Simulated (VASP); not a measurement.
# Sn (Fd-3m) in VASP: a series of runs

The runs below take Sn through single point, with PBE.

Everything below comes from runs of VASP 6.6.1. Logs are shortened: lines on timing, memory, paths and dates and some standing lists are left out, and cuts for length are marked.

## Step 1: The cell of the first run

Symmetry: Fd-3m, No. 227, cubic system. Conventional cell: a = 6.377 Å, b = 6.377 Å, c = 6.377 Å, α = 90.00°, β = 90.00°, γ = 90.00°. Sn (site symmetry -43m) has 4 Sn at 2.76 Å within 3.6 Å.

This isn't the form of Sn at room conditions, which is tetragonal (white tin).

## Step 2: Single point, PBE (32.42 Å³/atom)

INCAR

```
SYSTEM = Sn
  ALGO = Fast
  EDIFF = 1E-6
  ENCUT = 520
  GGA = PE
  ISIF = 2
  ISMEAR = 0
  LASPH = .TRUE.
  LCHARG = .TRUE.
  LELF = .TRUE.
  LREAL = .FALSE.
  LVHAR = .TRUE.
  LWAVE = .FALSE.
  NBANDS = 21
  NELM = 60
  PREC = Accurate
  SIGMA = 0.1
```

KPOINTS

```
k-points
0
G
  12 12 12
  0 0 0
```

POSCAR

```
Sn
1.0
    0.0000000000      3.1885219792      3.1885219792
    3.1885219792      0.0000000000      3.1885219792
    3.1885219792      3.1885219792      0.0000000000
Sn
2
Direct
    0.0000000000      0.0000000000      0.0000000000
    0.2500000000      0.2500000000      0.2500000000
```

Potentials or basis: VASP PAW PBE potentials, release 64 (Sn_d).

On the command line:

```
$ cat potpaw_PBE.64/Sn_d/POTCAR > POTCAR
$ mpirun -np 1 vasp_std > vasp.out
```

OUTCAR:

```text
SYSTEM = Sn
   EDIFF = 1E-6
   ENCUT = 520
   GGA = PE
   ISIF = 2
   ISMEAR = 0
   LASPH = .TRUE.
   LREAL = .FALSE.
   NELM = 60
   PREC = Accurate

 ion  position               nearest neighbor table
   1  0.000  0.000  0.000-   2 2.76   2 2.76   2 2.76   2 2.76
   2  0.250  0.250  0.250-   1 2.76   1 2.76   1 2.76   1 2.76

  LATTYP: Found a face centered cubic cell.
 ALAT       =     6.3770439584

  Lattice vectors:

 A1 = (   0.0000000000,   3.1885219792,   3.1885219792)
 A2 = (   3.1885219792,   0.0000000000,   3.1885219792)
 A3 = (   3.1885219792,   3.1885219792,   0.0000000000)

Analysis of symmetry for initial positions (statically):
=====================================================================
 Subroutine PRICEL returns:
 Original cell was already a primitive cell.

 Routine SETGRP: Setting up the symmetry group for a
 face centered cubic supercell.

 Subroutine GETGRP returns: Found 48 space group operations
 (whereof 24 operations were pure point group operations)
 out of a pool of 48 trial point group operations.

The static configuration has the point symmetry T_d .
 The point group associated with its full space group is O_h .

Analysis of symmetry for dynamics (positions and initial velocities):
=====================================================================
 Subroutine PRICEL returns:
 Original cell was already a primitive cell.

 Routine SETGRP: Setting up the symmetry group for a
 face centered cubic supercell.

 Subroutine GETGRP returns: Found 48 space group operations
 (whereof 24 operations were pure point group operations)
 out of a pool of 48 trial point group operations.

The dynamic configuration has the point symmetry T_d .
 The point group associated with its full space group is O_h .

 Subroutine INISYM returns: Found 48 space group operations
 (whereof 24 operations are pure point group operations),
 and found     1 'primitive' translations

----------------------------------------------------------------------------------------

                                     Primitive cell

  volume of cell :      64.8333

  direct lattice vectors                    reciprocal lattice vectors
     0.000000000  3.188521979  3.188521979    -0.156812468  0.156812468  0.156812468
     3.188521979  0.000000000  3.188521979     0.156812468 -0.156812468  0.156812468
     3.188521979  3.188521979  0.000000000     0.156812468  0.156812468 -0.156812468

  length of vectors
     4.509251027  4.509251027  4.509251027     0.271607161  0.271607161  0.271607161

  position of ions in fractional coordinates (direct lattice)
     0.000000000  0.000000000  0.000000000
     0.250000000  0.250000000  0.250000000

  ion indices of the primitive-cell ions
   primitive index   ion index
                 1           1
                 2           2

----------------------------------------------------------------------------------------

 KPOINTS: k-points

Automatic generation of k-mesh.
 Grid dimensions read from file:
 generate k-points for:   12   12   12

 Generating k-lattice:

  Cartesian coordinates                     Fractional coordinates (reciprocal lattice)
    -0.013067706  0.013067706  0.013067706     0.083333333  0.000000000  0.000000000
     0.013067706 -0.013067706  0.013067706     0.000000000  0.083333333  0.000000000
     0.013067706  0.013067706 -0.013067706     0.000000000  0.000000000  0.083333333

  Length of vectors
     0.022633930  0.022633930  0.022633930

  Shift w.r.t. Gamma in fractional coordinates (k-lattice)
     0.000000000  0.000000000  0.000000000

 Subroutine IBZKPT returns following result:
 ===========================================

 Found     72 irreducible k-points:

 Following reciprocal coordinates:
            Coordinates               Weight
  0.000000  0.000000  0.000000      1.000000
  0.083333  0.000000  0.000000      8.000000
  0.166667  0.000000  0.000000      8.000000
  0.250000  0.000000  0.000000      8.000000
  0.333333  0.000000  0.000000      8.000000
  0.416667  0.000000  0.000000      8.000000
[... 16 lines left out ...]
  0.500000  0.166667  0.000000     24.000000
 -0.416667  0.166667  0.000000     24.000000
 [... further k-points ...]
   k-points           NKPTS =     72   k-points in BZ     NKDIM =     72   number of bands    NBANDS=     21
   number of dos      NEDOS =    301   number of ions     NIONS =      2
   total plane-waves  NPLWV =  46656
   dimension x,y,z NGX =    36 NGY =   36 NGZ =   36
   dimension x,y,z NGXF=    72 NGYF=   72 NGZF=   72
   ions per type =               2
   NGX,Y,Z   is equivalent  to a cutoff of  13.27, 13.27, 13.27 a.u.
   NGXF,Y,Z  is equivalent  to a cutoff of  26.54, 26.54, 26.54 a.u.
 SYSTEM =  Sn
   PREC   = accura    normal or accurate (medium, high low for compatibility)
   ISTART =      0    job   : 0-new  1-cont  2-samecut
   ICHARG =      2    charge: 1-file 2-atom 10-const
   ISPIN  =      1    spin polarized calculation?
   LNONCOLLINEAR =      F non collinear calculations
   LSORBIT =      F    spin-orbit coupling
   LASPH  =      T    aspherical Exc in radial PAW
   ENCUT  =  520.0 eV  38.22 Ry    6.18 a.u.   8.38  8.38  8.38*2*pi/ulx,y,z
   NELM   =     60;   NELMIN=  2; NELMDL= -5     # of ELM steps
   EDIFF  = 0.1E-05   stopping-criterion for ELM
   LREAL  =      F    real-space projection
   EDIFFG = 0.1E-04   stopping-criterion for IOM
   NSW    =      0    number of steps for IOM
   IBRION =     -1    ionic relax: 0-MD 1-quasi-New 2-CG
   NFREE  =      0    steps in history (QN), initial steepest desc. (CG)
   ISIF   =      2    stress and relaxation
   ISYM   =      2    0-nonsym 1-usesym 2-fastsym
   POTIM  = 0.5000    time-step for ionic-motion
   TEBEG  =    0.0;   TEEND  =   0.0 temperature during run
   PSTRESS=    0.0 pullay stress
   NELECT =      28.0000    total number of electrons
   NUPDOWN=      -1.0000    fix difference up-down
   EMIN   =  10.00;   EMAX   =-10.00  energy-range for DOS
   EFERMI =   0.00;   METHOD = LEGACY
   ISMEAR =     0;   SIGMA  =   0.10  broadening in eV -4-tet -1-fermi 0-gaus
   EFERMI_NEDOS =   21; number of points for ismear=-14 and -15
   IALGO  =     68    algorithm
   IMIX   =      4    mixing-type and parameters
     AMIX     =   0.40;   BMIX     =  1.00
     AMIX_MAG =   1.60;   BMIX_MAG =  1.00
  volume/ion in A,a.u.               =      32.42       218.76
  Fermi-wavevector in a.u.,A,eV,Ry     =   1.237451  2.338444 20.834405  1.531286
  Thomas-Fermi vector in A             =   2.372018
   LORBIT       =      0    0 simple, 1 ext, 2 COOP (PROOUT), +10 PAW based schemes
   GGA     = PE    functional components
   LHFCALC =     F    Hartree Fock is set to
   AEXX    =    0.0000 exact exchange contribution
   IVDW    =     0    specifies the selected vdW correction
   LEPSILON=     F    determine dielectric tensor
   LRPA    =     F    only Hartree local field effects (RPA)
 non-spin polarized calculation
 RMM-DIIS sequential band-by-band and
 Gauss-broadening in eV      SIGMA  =   0.10
  energy-cutoff  :      520.00
  volume of cell :       64.83
 maximum number of plane-waves:      1807
 NGX is ok and might be reduce to    36
   NGX = 17   NGY = 17   NGZ = 17

 number of electron      28.0000005 magnetization

 Free energy of the ion-electron system (eV)
  ---------------------------------------------------
  ext. energy  EPLUGINS =         0.00000000
  ---------------------------------------------------
  free energy    TOTEN  =        -7.54127710 eV

  energy without entropy =       -7.54077459  energy(sigma->0) =       -7.54102584

 E-fermi :   6.2740     XC(G=0):  -9.1081

 val. band max:        6.1478823646   @ k =   0.0833   0.0000   0.0000
 cond. band min:       6.3024182560   @ k =   0.0000   0.0000   0.0000
 fundamental gap:      0.1545358914
 Fermi energy:         6.2739628521

 k-point     1 :       0.0000    0.0000    0.0000
  band No.  band energies     occupation
      1     -15.5838      2.00000
      2     -15.5838      2.00000
      3     -15.5838      2.00000
      4     -15.5166      2.00000
      5     -15.5166      2.00000
      6     -15.1619      2.00000
[... 13 lines left out ...]
     20      14.3047      0.00000
     21      14.3053      0.00000

 k-point     2 :       0.0833    0.0000    0.0000
  band No.  band energies     occupation
      1     -15.5903      2.00000
      2     -15.5903      2.00000
      3     -15.5819      2.00000
      4     -15.5076      2.00000
      5     -15.5076      2.00000
      6     -15.1755      2.00000
[... 13 lines left out ...]
     20      13.6324      0.00000
     21      13.6324      0.00000

 k-point     3 :       0.1667    0.0000    0.0000
  band No.  band energies     occupation
      1     -15.6026      2.00000
      2     -15.6026      2.00000
      3     -15.5767      2.00000
      4     -15.4890      2.00000
      5     -15.4890      2.00000
      6     -15.1939      2.00000
[... 13 lines left out ...]
     20      13.1643      0.00000
     21      13.1643      0.00000

 k-point     4 :       0.2500    0.0000    0.0000
  band No.  band energies     occupation
      1     -15.6133      2.00000
      2     -15.6133      2.00000
      3     -15.5693      2.00000
      4     -15.4704      2.00000
      5     -15.4704      2.00000
      6     -15.2093      2.00000
[... 13 lines left out ...]
     20      13.1428      0.00000
     21      13.1428      0.00000

 k-point     5 :       0.3333    0.0000    0.0000
  band No.  band energies     occupation
      1     -15.6204      2.00000
      2     -15.6204      2.00000
      3     -15.5618      2.00000
      4     -15.4567      2.00000
      5     -15.4567      2.00000
      6     -15.2197      2.00000
[... 13 lines left out ...]
     20      13.6300      0.00000
     21      13.6300      0.00000
[... 382 lines left out ...]
     20      14.0152      0.00000
     21      14.6706      0.00000

 k-point    22 :       0.4167    0.1667    0.0000
  band No.  band energies     occupation
      1     -15.6447      2.00000
      2     -15.6254      2.00000
      3     -15.5427      2.00000
      4     -15.4403      2.00000
      5     -15.4073      2.00000
      6     -15.2966      2.00000
[... 13 lines left out ...]
     20      14.7878      0.00000
     21      15.2757      0.00000

 k-point    23 :       0.5000    0.1667    0.0000
  band No.  band energies     occupation
      1     -15.6516      2.00000
      2     -15.6310      2.00000
      3     -15.5250      2.00000
      4     -15.4255      2.00000
      5     -15.4124      2.00000
      6     -15.2861      2.00000
[... 13 lines left out ...]
     20      15.1533      0.00000
     21      15.2829      0.00000

 k-point    24 :      -0.4167    0.1667    0.0000
  band No.  band energies     occupation
      1     -15.6523      2.00000
      2     -15.6346      2.00000
      3     -15.5162      2.00000
      4     -15.4269      2.00000
      5     -15.4153      2.00000
      6     -15.2639      2.00000
[... 13 lines left out ...]
     20      14.1799      0.00000
     21      14.3847      0.00000

 [... further k-points ...]
[... 5 lines left out ...]
  --------------------------------------------------------------------------------------
  -------------------------------------------------------------------------------------
  Total        2.4998857      2.4998857      2.4998857      0.0000000      0.0000000      0.0000000
  in kB       61.7778075     61.7778075     61.7778075      0.0000000      0.0000000      0.0000000
  external PRESSURE =      61.7778075 kB  Pullay stress =       0.0000000 kB

 VOLUME and BASIS-vectors are now :
 -----------------------------------------------------------------------------
  energy-cutoff  :      520.00
  volume of cell :       64.83
      direct lattice vectors                 reciprocal lattice vectors
     0.000000000  3.188521979  3.188521979    -0.156812468  0.156812468  0.156812468
     3.188521979  0.000000000  3.188521979     0.156812468 -0.156812468  0.156812468
     3.188521979  3.188521979  0.000000000     0.156812468  0.156812468 -0.156812468

 POSITION                                       TOTAL-FORCE (eV/Angst)
 -----------------------------------------------------------------------------------
      0.00000      0.00000      0.00000         0.000000      0.000000      0.000000
      1.59426      1.59426      1.59426        -0.000000     -0.000000     -0.000000
 -----------------------------------------------------------------------------------
    total drift:                                0.000000      0.000000      0.000000

  FREE ENERGIE OF THE ION-ELECTRON SYSTEM (eV)
  ---------------------------------------------------
  free  energy   TOTEN  =        -7.5412771021 eV

  energy  without entropy=       -7.5407745863  energy(sigma->0) =       -7.54102584
```

It took 1.9 min on 1 thread of Intel Xeon 6975P-C (Granite Rapids), shared host; peak memory 0.24 GiB.

What came out:

| Property | Result |
| --- | --- |
| Free energy | -7.5413 eV |
| Pressure | 6.2 GPa |
| Band gap on the k mesh | zero (filled and empty bands touch) |

Caveat: the cell stands under pressure; spin-orbit coupling is left out, which moves the levels of the heavy elements.

(Continued in part 2 of 2.)

The gap in the log of VASP goes by the Fermi energy; the results here count the filled bands.